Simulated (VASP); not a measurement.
Set up this calculation in VASP 6.6.1, as the native input.

| Item | Value |
| --- | --- |
| Task | single point |
| Functional | PBE |
| Potentials or basis | VASP PAW PBE potentials, release 64 (B, N) |
| Cutoff | 520 eV |
| k mesh | 12 × 12 × 4 |
| Occupations | gaussian, width 0.02 eV |
| Spin | no spin polarisation |
| Dipole correction | no |
| Further INCAR settings | ALGO = Normal; EDIFF = 1e-07; NBANDS = 16 |

The structure of BN lies in POSCAR:

```
BN
1.0
    2.4695868583     -0.0442455334      0.0452220902
   -1.2731111851      2.0991750019      0.0066639807
    0.1203012720      0.0899262000      6.7747068480
B N
2 2
Direct
    0.3122342563      0.6766412096      0.2363598150
    0.7102940958      0.3881679563      0.7541689185
    0.3293213832      0.6943537474      0.7453551913
    0.6481525704      0.2408416982      0.2641160752
```

This cell differs from its parent crystal: atoms moved at random and the cell strained at random.

These files were run (other wordings do the same):

INCAR

```
ALGO = Normal
EDIFF = 1E-7
ENCUT = 520
GGA = PE
ISIF = 2
ISMEAR = 0
LASPH = True
LCHARG = True
LELF = True
LREAL = False
LVHAR = True
LWAVE = False
NBANDS = 16
NELM = 100
PREC = Accurate
SIGMA = 0.02
```

KPOINTS

```
k-points
0
Gamma
  12 12 4
```

Potentials or basis: VASP PAW PBE potentials, release 64 (B, N).

Run with:

```console
$ cat potpaw_PBE.64/B/POTCAR potpaw_PBE.64/N/POTCAR > POTCAR
$ mpirun -np 1 vasp_std > vasp.out
```

It gave:

| Quantity | Value |
| --- | --- |
| Pressure | 45.6 GPa |
| Largest force | 14.317 eV/Å |
| Band gap on the k mesh | 2.15 eV (least direct gap 3.02 eV) |

Caveat: the cell differs from its parent crystal (atoms moved at random and the cell strained at random); the stress differs along the axes, from 2 to 97 GPa; forces of over 1 eV/Å act on the atoms, so gaps and moduli don't describe the material at rest.

Wall time 4 min on 1 thread of Intel Xeon 8259CL (shared host), peak memory 0.24 GiB.
